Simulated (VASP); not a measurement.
# Co (P6_3/mmc) in VASP: further runs

Co is run at these levels: PBE; tasks: single point.

Program: VASP 6.6.1. These are calculated values, not measurements. Logs are shortened: lines on timing, memory, paths and dates and some standing lists are left out, and cuts for length are marked.

## 1. The cell of the first run

Symmetry: P6_3/mmc, No. 194, hexagonal system. The conventional cell has a = 2.569 Å, b = 2.569 Å, c = 4.169 Å, α = 90.00°, β = 90.00°, γ = 120.00°. Within 3.4 Å of Co (site symmetry -6m2) lie 12 Co at 2.56 to 2.57 Å.

## 2. Single point, PBE, collinear spin, ferromagnetic start

File INCAR:

```
SYSTEM = Co
PREC = Accurate ; ENCUT = 520
EDIFF = 1E-6 ; ISMEAR = 0
SIGMA = 0.1 ; LREAL = .False.
LASPH = .True. ; NELM = 150
ALGO = Normal ; ISIF = 2
LWAVE = .False. ; LCHARG = .False.
ISPIN = 2 ; MAGMOM = 2.5 2.5
LORBIT = 11 ; LMAXMIX = 4
GGA = PE ; NBANDS = 20
```

File KPOINTS:

```
regular mesh
0
Gamma
  13 13 7
  0 0 0
```

File POSCAR:

```
Co
1.0
    2.5685800767      0.0000000000      0.0000000000
   -1.2842900384      2.2244556007      0.0000000000
    0.0000000000      0.0000000000      4.1692047756
Co
2
Direct
    0.3333333333      0.6666666667      0.2500000000
    0.6666666667      0.3333333333      0.7500000000
```

Potentials or basis: VASP PAW PBE potentials, release 64 (Co).

Command:

```console
> cat potpaw_PBE.64/Co/POTCAR > POTCAR
> mpirun -np 1 vasp_std > vasp.out
```

OUTCAR:

```text
SYSTEM = Co
   PREC = Accurate
   ENCUT = 520
   EDIFF = 1E-6
   ISMEAR = 0
   LREAL = .False.
   LASPH = .True.
   NELM = 150
   ISIF = 2
   ISPIN = 2
   LORBIT = 11
   GGA = PE

 ion  position               nearest neighbor table
   1  0.333  0.667  0.250-   2 2.56   2 2.56   2 2.56   2 2.56   2 2.56   2 2.56
   2  0.667  0.333  0.750-   1 2.56   1 2.56   1 2.56   1 2.56   1 2.56   1 2.56

  LATTYP: Found a hexagonal cell.
 ALAT       =     2.5685800767
 C/A-ratio  =     1.6231554599

  Lattice vectors:

 A1 = (   2.5685800767,   0.0000000000,   0.0000000000)
 A2 = (  -1.2842900384,   2.2244556007,   0.0000000000)
 A3 = (   0.0000000000,   0.0000000000,   4.1692047756)

Analysis of symmetry for initial positions (statically):
=====================================================================
 Subroutine PRICEL returns:
 Original cell was already a primitive cell.

 Routine SETGRP: Setting up the symmetry group for a
 hexagonal supercell.

 Subroutine GETGRP returns: Found 24 space group operations
 (whereof 12 operations were pure point group operations)
 out of a pool of 24 trial point group operations.

The static configuration has the point symmetry D_3d.
 The point group associated with its full space group is D_6h.

Analysis of symmetry for dynamics (positions and initial velocities):
=====================================================================
 Subroutine PRICEL returns:
 Original cell was already a primitive cell.

 Routine SETGRP: Setting up the symmetry group for a
 hexagonal supercell.

 Subroutine GETGRP returns: Found 24 space group operations
 (whereof 12 operations were pure point group operations)
 out of a pool of 24 trial point group operations.

The dynamic configuration has the point symmetry D_3d.
 The point group associated with its full space group is D_6h.

Analysis of structural, dynamic, and magnetic symmetry:
=====================================================================
 Subroutine PRICEL returns:
 Original cell was already a primitive cell.

 Routine SETGRP: Setting up the symmetry group for a
 hexagonal supercell.

 Subroutine GETGRP returns: Found 24 space group operations
 (whereof 12 operations were pure point group operations)
 out of a pool of 24 trial point group operations.

The overall configuration has the point symmetry D_3d.
 The point group associated with its full space group is D_6h.

 Subroutine INISYM returns: Found 24 space group operations
 (whereof 12 operations are pure point group operations),
 and found     1 'primitive' translations

----------------------------------------------------------------------------------------

                                     Primitive cell

  volume of cell :      23.8216

  direct lattice vectors                    reciprocal lattice vectors
     2.568580077  0.000000000  0.000000000     0.389320157  0.224774097  0.000000000
    -1.284290038  2.224455601  0.000000000     0.000000000  0.449548195  0.000000000
     0.000000000  0.000000000  4.169204776     0.000000000  0.000000000  0.239853894

  length of vectors
     2.568580077  2.568580079  4.169204776     0.449548195  0.449548195  0.239853894

  position of ions in fractional coordinates (direct lattice)
     0.333333333  0.666666667  0.250000000
     0.666666667  0.333333333  0.750000000

  ion indices of the primitive-cell ions
   primitive index   ion index
                 1           1
                 2           2

----------------------------------------------------------------------------------------

 KPOINTS: regular mesh

Automatic generation of k-mesh.
 Grid dimensions read from file:
 generate k-points for:   13   13    7

 Generating k-lattice:

  Cartesian coordinates                     Fractional coordinates (reciprocal lattice)
     0.029947704  0.017290315  0.000000000     0.076923077 -0.000000000  0.000000000
     0.000000000  0.034580630  0.000000000     0.000000000  0.076923077  0.000000000
     0.000000000  0.000000000  0.034264842     0.000000000  0.000000000  0.142857143

  Length of vectors
     0.034580630  0.034580630  0.034264842

  Shift w.r.t. Gamma in fractional coordinates (k-lattice)
     0.000000000  0.000000000  0.000000000

 Subroutine IBZKPT returns following result:
 ===========================================

 Found     84 irreducible k-points:

 Following reciprocal coordinates:
            Coordinates               Weight
  0.000000  0.000000  0.000000      1.000000
  0.076923 -0.000000  0.000000      6.000000
  0.153846  0.000000  0.000000      6.000000
  0.230769  0.000000  0.000000      6.000000
  0.307692  0.000000  0.000000      6.000000
  0.384615  0.000000  0.000000      6.000000
[... 16 lines left out ...]
  0.076923 -0.000000  0.142857     12.000000
  0.153846  0.000000  0.142857     12.000000
 [... further k-points ...]
   k-points           NKPTS =     84   k-points in BZ     NKDIM =     84   number of bands    NBANDS=     20
   number of dos      NEDOS =    301   number of ions     NIONS =      2
   total plane-waves  NPLWV =  12800
   dimension x,y,z NGX =    20 NGY =   20 NGZ =   32
   dimension x,y,z NGXF=    40 NGYF=   40 NGZF=   64
   ions per type =               2
   NGX,Y,Z   is equivalent  to a cutoff of  12.94, 12.94, 12.76 a.u.
   NGXF,Y,Z  is equivalent  to a cutoff of  25.89, 25.89, 25.52 a.u.
 SYSTEM =  Co
   PREC   = accura    normal or accurate (medium, high low for compatibility)
   ISTART =      0    job   : 0-new  1-cont  2-samecut
   ICHARG =      2    charge: 1-file 2-atom 10-const
   ISPIN  =      2    spin polarized calculation?
   LNONCOLLINEAR =      F non collinear calculations
   LSORBIT =      F    spin-orbit coupling
   LASPH  =      T    aspherical Exc in radial PAW
   ENCUT  =  520.0 eV  38.22 Ry    6.18 a.u.   4.78  4.78  7.75*2*pi/ulx,y,z
   NELM   =    150;   NELMIN=  2; NELMDL= -5     # of ELM steps
   EDIFF  = 0.1E-05   stopping-criterion for ELM
   LREAL  =      F    real-space projection
   EDIFFG = 0.1E-04   stopping-criterion for IOM
   NSW    =      0    number of steps for IOM
   IBRION =     -1    ionic relax: 0-MD 1-quasi-New 2-CG
   NFREE  =      0    steps in history (QN), initial steepest desc. (CG)
   ISIF   =      2    stress and relaxation
   ISYM   =      2    0-nonsym 1-usesym 2-fastsym
   POTIM  = 0.5000    time-step for ionic-motion
   TEBEG  =    0.0;   TEEND  =   0.0 temperature during run
   PSTRESS=    0.0 pullay stress
   NELECT =      18.0000    total number of electrons
   NUPDOWN=      -1.0000    fix difference up-down
   EMIN   =  10.00;   EMAX   =-10.00  energy-range for DOS
   EFERMI =   0.00;   METHOD = LEGACY
   ISMEAR =     0;   SIGMA  =   0.10  broadening in eV -4-tet -1-fermi 0-gaus
   EFERMI_NEDOS =   21; number of points for ismear=-14 and -15
   IALGO  =     38    algorithm
   IMIX   =      4    mixing-type and parameters
     AMIX     =   0.40;   BMIX     =  1.00
     AMIX_MAG =   1.60;   BMIX_MAG =  1.00
  volume/ion in A,a.u.               =      11.91        80.38
  Fermi-wavevector in a.u.,A,eV,Ry     =   1.491108  2.817785 30.251218  2.223402
  Thomas-Fermi vector in A             =   2.603805
   LORBIT       =     11    0 simple, 1 ext, 2 COOP (PROOUT), +10 PAW based schemes
   GGA     = PE    functional components
   LHFCALC =     F    Hartree Fock is set to
   AEXX    =    0.0000 exact exchange contribution
   IVDW    =     0    specifies the selected vdW correction
   LEPSILON=     F    determine dielectric tensor
   LRPA    =     F    only Hartree local field effects (RPA)
 spin polarized calculation
 Gauss-broadening in eV      SIGMA  =   0.10
  energy-cutoff  :      520.00
  volume of cell :       23.82
 maximum number of plane-waves:       652
 NGX is ok and might be reduce to    20
   NGX =  9   NGY =  9   NGZ = 15

 number of electron      18.0000011 magnetization       3.2936485

 Free energy of the ion-electron system (eV)
  ---------------------------------------------------
  ext. energy  EPLUGINS =         0.00000000
  ---------------------------------------------------
  free energy    TOTEN  =       -13.95451268 eV

  energy without entropy =      -13.94363040  energy(sigma->0) =      -13.94907154

 E-fermi :   9.0057     XC(G=0): -12.8648

 val. band max:        8.9980029441   @ k =   0.1538   0.0000   0.2857
 cond. band min:       9.0105724782   @ k =   0.2308   0.1538   0.4286
 fundamental gap:      0.0125695340
 Fermi energy:         9.0057264458

 spin component 1

 k-point     1 :       0.0000    0.0000    0.0000
  band No.  band energies     occupation
      1       0.6349      1.00000
      2       4.2788      1.00000
      3       6.4881      1.00000
      4       6.5217      1.00000
      5       6.5217      1.00000
      6       6.7831      1.00000
[... 12 lines left out ...]
     19      33.3868      0.00000
     20      33.3868      0.00000
[... 507 lines left out ...]
 k-point    24 :       0.1538    0.0000    0.1429
  band No.  band energies     occupation
      1       1.5745      1.00000
      2       4.6694      1.00000
      3       6.1422      1.00000
      4       6.2735      1.00000
      5       6.5436      1.00000
      6       6.7246      1.00000
[... 12 lines left out ...]
     19      34.2086      0.00000
     20      35.0636      0.00000

 [... further k-points ...]

 spin component 2

 k-point     1 :       0.0000    0.0000    0.0000
  band No.  band energies     occupation
      1       0.5971      1.00000
      2       5.2301      1.00000
      3       8.1503      1.00000
      4       8.1992      1.00000
      5       8.1992      1.00000
      6       8.5117      1.00000
[... 12 lines left out ...]
     19      33.6440      0.00000
     20      33.6440      0.00000
[... 507 lines left out ...]
 k-point    24 :       0.1538    0.0000    0.1429
  band No.  band energies     occupation
      1       1.5446      1.00000
      2       5.5700      1.00000
      3       7.4104      1.00000
      4       7.7161      1.00000
      5       8.2192      1.00000
      6       8.4408      1.00000
[... 12 lines left out ...]
     19      34.3407      0.00000
     20      35.2935      0.00000

 [... further k-points ...]

------------------------ aborting loop because EDIFF is reached ----------------------------------------

  FORCE on cell =-STRESS in cart. coord.  units (eV):
  Direction    XX          YY          ZZ          XY          YZ          ZX
  --------------------------------------------------------------------------------------
  -------------------------------------------------------------------------------------
  Total       -2.4433539     -2.4433539     -2.4742012      0.0000000     -0.0000000      0.0000000
  in kB     -164.3337935   -164.3337939   -166.4085029      0.0000000     -0.0000000      0.0000000
  external PRESSURE =    -165.0253634 kB  Pullay stress =       0.0000000 kB

 VOLUME and BASIS-vectors are now :
 -----------------------------------------------------------------------------
  energy-cutoff  :      520.00
  volume of cell :       23.82
      direct lattice vectors                 reciprocal lattice vectors
     2.568580077  0.000000000  0.000000000     0.389320157  0.224774097  0.000000000
    -1.284290038  2.224455601  0.000000000     0.000000000  0.449548195  0.000000000
     0.000000000  0.000000000  4.169204776     0.000000000  0.000000000  0.239853894

 POSITION                                       TOTAL-FORCE (eV/Angst)
 -----------------------------------------------------------------------------------
     -0.00000      1.48297      1.04230         0.000000     -0.000000     -0.000000
      1.28429      0.74149      3.12690        -0.000000      0.000000      0.000000
 -----------------------------------------------------------------------------------
    total drift:                                0.000000      0.000000     -0.000000

  FREE ENERGIE OF THE ION-ELECTRON SYSTEM (eV)
  ---------------------------------------------------
  free  energy   TOTEN  =       -13.9545126826 eV

  energy  without entropy=      -13.9436303952  energy(sigma->0) =      -13.94907154

 total charge

# of ion       s       p       d       tot
------------------------------------------
    1        0.451   0.446   7.209   8.106
    2        0.451   0.446   7.209   8.106
--------------------------------------------------
tot          0.903   0.891  14.419  16.213

 magnetization (x)

# of ion       s       p       d       tot
------------------------------------------
    1       -0.015  -0.055   1.757   1.688
    2       -0.015  -0.055   1.757   1.688
--------------------------------------------------
tot         -0.029  -0.110   3.514   3.376
```

It took 42 s on 1 thread of Intel Xeon Platinum 8488C (Sapphire Rapids), shared host; peak memory 0.18 GiB.

What came out:

| Property | Result |
| --- | --- |
| Free energy | -13.9545 eV |
| Pressure | -16.5 GPa |
| Net moment | 3.29 μB per cell |
| Site moments | Co +1.69 μB |
| Valence electrons inside the program's atomic spheres | Co 8.11 |

Stress tensor (GPa, compression positive):
```
-16.43   0.00   0.00
  0.00 -16.43   0.00
  0.00   0.00 -16.64
```

## 3. Single point, PBE, collinear spin, ferromagnetic start

This run uses another cell than the first one, of 12.19 Å³/atom, 1.023 times its volume.

File INCAR:

```
PREC = Accurate
ENCUT = 520
EDIFF = 1E-6
ISMEAR = 0
SIGMA = 0.1
LREAL = F
LASPH = T
NELM = 150
ALGO = Normal
ISIF = 2
LWAVE = F
LCHARG = T
ISPIN = 2
MAGMOM = 2.5 2.5
LORBIT = 11
LMAXMIX = 4
GGA = PE
LELF = T
LVHAR = T
NBANDS = 20
```

File KPOINTS:

```
regular mesh
0
Gamma
  13 13 7
```

File POSCAR:

```
Co
1.0
    2.5883391615      0.0000000000      0.0000000000
   -1.2941695807      2.2415674701      0.0000000000
    0.0000000000      0.0000000000      4.2012768419
Co
2
Direct
    0.3333333333      0.6666666667      0.2500000000
    0.6666666667      0.3333333333      0.7500000000
```

Potentials or basis: VASP PAW PBE potentials, release 64 (Co).

Command:

```console
> cat potpaw_PBE.64/Co/POTCAR > POTCAR
> mpirun -np 1 vasp_std > vasp.out
```

It took 49 s on 1 thread of Intel Xeon Platinum 8488C (Sapphire Rapids), shared host; peak memory 0.18 GiB.

Results (log left out):

| Quantity | Value |
| --- | --- |
| Free energy | -13.8928 eV |
| Pressure | -19.3 GPa |
| Net moment | 3.32 μB per cell |
| Site moments | Co +1.71 μB |
| Valence electrons inside the program's atomic spheres | Co 8.07 |

Stress tensor (GPa, compression positive):
```
-19.36   0.00   0.00
  0.00 -19.36   0.00
  0.00   0.00 -19.18
```

Levels at points of the mesh, in eV from the Fermi level:
Spin up:
```tsv
k point	band 7	band 8	band 9	band 10	band 11	band 12	band 13	band 14	band 15	band 16
(0.00, 0.00, 0.00)	-2.21	-1.93	-1.93	-1.02	-1.02	-0.04	5.32	21.03	22.54	22.54
```
Spin down:
```tsv
k point	band 4	band 5	band 6	band 7	band 8	band 9	band 10	band 11
(0.00, 0.00, 0.00)	-0.78	-0.78	-0.47	-0.47	-0.15	-0.09	-0.09	0.93
```
